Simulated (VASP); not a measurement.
Runs of VASP 6.6.1 on SiC. The structure is that of space group Fm-3m (No. 225), or close to it. The cells are those of the table. 

```csv
task,cell,k mesh,cutoff (eV),smearing,gap on the mesh (eV),pressure (GPa),relaxed volume (Å³/atom)
single point,"a = 2.853 Å, angles 60.0°, 2 atoms",18 × 18 × 18,520,gaussian 0.1 eV,none,0.6,-
relaxation of cell and atoms,"relaxed from a = 2.855 Å, angles 60.0°, 2 atoms",18 × 18 × 18,600,gaussian 0.1 eV,none,0.1,8.22
single point,"a = 2.854 Å, angles 60.0°, 2 atoms",20 × 20 × 20,520,fermi-dirac 0.15 eV,none,0.6,-
relaxation of cell and atoms,"relaxed from a = 2.853 Å, angles 60.0°, 2 atoms",20 × 20 × 20,600,fermi-dirac 0.15 eV,none,0.0,(a)
```

Alike in all rows: level PBEsol; potentials or basis VASP PAW PBE potentials, release 64 (Si, C); no spin polarisation.

Task: Fill in the values left out.

Result: (a) 8.23.

Caveats: the PAW data sets were made with another functional, which shifts forces and pressure a little.

A gap of «none» marks levels without a gap at the run's occupations.
